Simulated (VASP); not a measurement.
Here is a VASP 6.6.1 calculation.

INCAR

```
SYSTEM = SbS
  PREC = Accurate
  ENCUT = 600
  EDIFF = 1E-6
  ISMEAR = 0
  SIGMA = 0.1
  LREAL = .False.
  LASPH = .True.
  NELM = 60
  ALGO = Normal
  ISIF = 3
  LWAVE = .False.
  LCHARG = .False.
  GGA = PE
  IBRION = 2
  NSW = 90
  EDIFFG = -0.04
```

The input KPOINTS:

```
regular mesh
0
Gamma
  4 4 6
  0 0 0
```

POSCAR

```
SbS
1.0
    2.0658345743     -6.3580089264      0.0000000000
    2.0658345743      6.3580089264      0.0000000000
    0.0000000000      0.0000000000      3.6526040410
Sb S
2 2
Direct
    0.3837153859      0.6162846141      0.2500000000
    0.6162846141      0.3837153859      0.7500000000
    0.1514488132      0.8485511868      0.2500000000
    0.8485511868      0.1514488132      0.7500000000
```

Potentials or basis: VASP PAW PBE potentials, release 64 (Sb, S).

Run with:

```bash
$ cat potpaw_PBE.64/Sb/POTCAR potpaw_PBE.64/S/POTCAR > POTCAR
$ mpirun -np 1 vasp_std > vasp.out
```

Q: Predict the band gap on the k mesh.

A: Zero (band 11 reaches 8.04 eV, above the bottom of band 12 at 6.10 eV).

Q: Predict the space group after relaxing (to 0.05 Å).

A: Cmcm (No. 63).

Q: Predict the relaxed volume.

A: 23.86 Å³/atom.

Stress tensor (GPa, compression positive):
```
-0.01  0.00  0.00
 0.00 -0.13  0.00
 0.00  0.00 -0.15
```

Caveat: the k points lie up to 0.40 Å⁻¹ apart in the final cell; spin-orbit coupling is left out, which moves the levels of the heavy elements.
